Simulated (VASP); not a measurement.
Input of a VASP 6.6.1 run:

INCAR

```
SYSTEM = Al2O3
ALGO = Normal ; EDIFF = 1E-7
ENCUT = 520 ; ISIF = 2
ISMEAR = -1 ; LASPH = .True.
LCHARG = .False. ; LREAL = .False.
LWAVE = .False. ; NBANDS = 20
NELM = 100 ; PREC = Accurate
SIGMA = 0.05
```

KPOINTS

```
k-points
0
Gamma
  11 11 3
  0 0 0
```

The input POSCAR:

```
Al2O3
1.0
    2.8843249483      0.0000000000      0.0000000000
   -1.4421624742      2.4978986780      0.0000000000
    0.0000000000      0.0000000000      9.3367544600
Al O
2 3
Direct
    0.0000000000      0.0000000000      0.8500076700
    0.0000000000      0.0000000000      0.1499923300
    0.3333333333      0.6666666667      0.7776830800
    0.6666666667      0.3333333333      0.0000000000
    0.3333333333      0.6666666667      0.2223169200
```

Potentials or basis: VASP PAW LDA potentials, release 64 (Al, O).

Command:

```sh
$ cat potpaw_LDA.64/Al/POTCAR potpaw_LDA.64/O/POTCAR > POTCAR
$ mpirun -np 1 vasp_std > vasp.out
```

(1) Predict the band gap on the k mesh.

(2) Predict the largest force.

(3) Estimate the pressure.

Answers

(1) 4.74 eV, indirect (least direct gap 4.99 eV).

(2) 0.498 eV/Å.

(3) -6.4 GPa.
